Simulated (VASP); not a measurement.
Here is a VASP 6.6.1 calculation.

INCAR

```
SYSTEM = MgC2
ALGO = Normal ; EDIFF = 1E-6
ENCUT = 520 ; GGA = PE
ISIF = 2 ; ISMEAR = 0
LASPH = .TRUE. ; LCHARG = .FALSE.
LREAL = .FALSE. ; LWAVE = .FALSE.
NBANDS = 19 ; NELM = 80
PREC = Accurate ; SIGMA = 0.01
```

The input KPOINTS:

```
k-points
0
G
  4 4 4
  0 0 0
```

The input POSCAR:

```
MgC2
1.0
    4.1028772540      0.0000000000      0.0000000000
    0.0000000000      4.1028772540      0.0000000000
    0.0000000000      0.0000000000      5.1790860436
Mg C
2 4
Direct
    0.5000000000      0.5000000000      0.0000000000
    0.0000000000      0.0000000000      0.5000000000
    0.8876550000      0.8876550000      0.0000000000
    0.6123450000      0.3876550000      0.5000000000
    0.1123450000      0.1123450000      0.0000000000
    0.3876550000      0.6123450000      0.5000000000
```

Potentials or basis: VASP PAW PBE potentials, release 64 (Mg, C).

Run with:

```bash
$ cat potpaw_PBE.64/Mg/POTCAR potpaw_PBE.64/C/POTCAR > POTCAR
$ mpirun -np 1 vasp_std > vasp.out
```

Question: Predict the largest force.

Answer: 2.658 eV/Å.

Question: What does it give for the pressure?

Answer: -11.0 GPa.

Question: What does it give for the band gap on the k mesh?

Answer: 2.70 eV, indirect (least direct gap 2.97 eV).

Forces on the atoms (eV/Å):
```
Mg   0.000  0.000  0.000
Mg   0.000  0.000  0.000
C    1.879  1.879  0.000
C   -1.879  1.879  0.000
C   -1.879 -1.879  0.000
C    1.879 -1.879  0.000
```

Caveat: forces of over 1 eV/Å act on the atoms, so gaps and moduli don't describe the material at rest. As with any semilocal functional, this PBE gap is likely too small.
